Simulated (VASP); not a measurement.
Here is a VASP 6.6.1 calculation.

Contents of INCAR:

```
SYSTEM = CsH
  PREC = Accurate
  ENCUT = 520
  EDIFF = 1E-7
  ISMEAR = 0
  SIGMA = 0.02
  LREAL = .FALSE.
  LASPH = .TRUE.
  NELM = 100
  ALGO = Normal
  ISIF = 2
  LWAVE = .FALSE.
  LCHARG = .FALSE.
  GGA = PS
  NBANDS = 12
```

KPOINTS

```
Automatic mesh
0
G
  6 6 6
  0 0 0
```

The input POSCAR:

```
CsH
1.0
    0.0000000000      2.6973687485      2.6973687485
    2.6973687485      0.0000000000      2.6973687485
    2.6973687485      2.6973687485      0.0000000000
Cs H
1 1
Direct
    0.0000000000      0.0000000000      0.0000000000
    0.5000000000      0.5000000000      0.5000000000
```

Potentials or basis: VASP PAW PBE potentials, release 64 (Cs_sv, H).

The run is started by

```bash
$ cat potpaw_PBE.64/Cs_sv/POTCAR potpaw_PBE.64/H/POTCAR > POTCAR
$ mpirun -np 1 vasp_std > vasp.out
```

(1) Predict the pressure.

(2) Estimate the band gap on the k mesh.

Answers

(1) 10.5 GPa.

(2) 1.00 eV.

Caveat: the cell stands under pressure; the PAW data sets were made with another functional, which shifts forces and pressure a little; spin-orbit coupling is left out, which moves the levels of the heavy elements.
